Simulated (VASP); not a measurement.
A run of VASP 6.6.1 is set up as follows.

File INCAR:

```
SYSTEM = AgP4
PREC = Accurate
ENCUT = 630
EDIFF = 1E-6
ISMEAR = -1
SIGMA = 0.1
LREAL = .FALSE.
LASPH = .TRUE.
NELM = 120
ALGO = Normal
ISIF = 2
LWAVE = .FALSE.
LCHARG = .FALSE.
GGA = PE
NBANDS = 50
GGA_COMPAT = .FALSE.
```

The input KPOINTS:

```
Automatic mesh
0
G
  4 4 3
  0 0 0
```

File POSCAR:

```
AgP4
1.0
    5.4132190000     -0.0000002385      0.0000000000
    2.7066092500     -5.6745571192      0.0000000000
    2.0902180000     -0.0000000921     -5.5491760000
Ag P
2 8
Direct
    0.0814397304      0.8371205392      0.7500000000
    0.9185602696      0.1628794608      0.2500000000
    0.3754146021      0.8312768360      0.3061101307
    0.7933085619      0.8312768360      0.1938898693
    0.6245853979      0.1687231640      0.6938898693
    0.2066914381      0.1687231640      0.8061101307
    0.5270458595      0.5169190818      0.8069818528
    0.9560350588      0.5169190818      0.6930181472
    0.4729541405      0.4830809182      0.1930181472
    0.0439649412      0.4830809182      0.3069818528
```

Potentials or basis: VASP PAW PBE potentials, release 64 (Ag_sv_GW, P).

The run is started by

```console
$ cat potpaw_PBE.64/Ag_sv_GW/POTCAR potpaw_PBE.64/P/POTCAR > POTCAR
$ mpirun -np 1 vasp_std > vasp.out
```

(1) What does it give for the pressure?

(2) Predict the largest force.

(3) Estimate the band gap on the k mesh.

Results:

(1) 11.1 GPa.

(2) 0.058 eV/Å.

(3) zero (bands 39 and 40 overlap by 1.81 eV).

Caveat: the k points lie up to 0.38 Å⁻¹ apart, too coarse for converged energies and pressures of a metal.
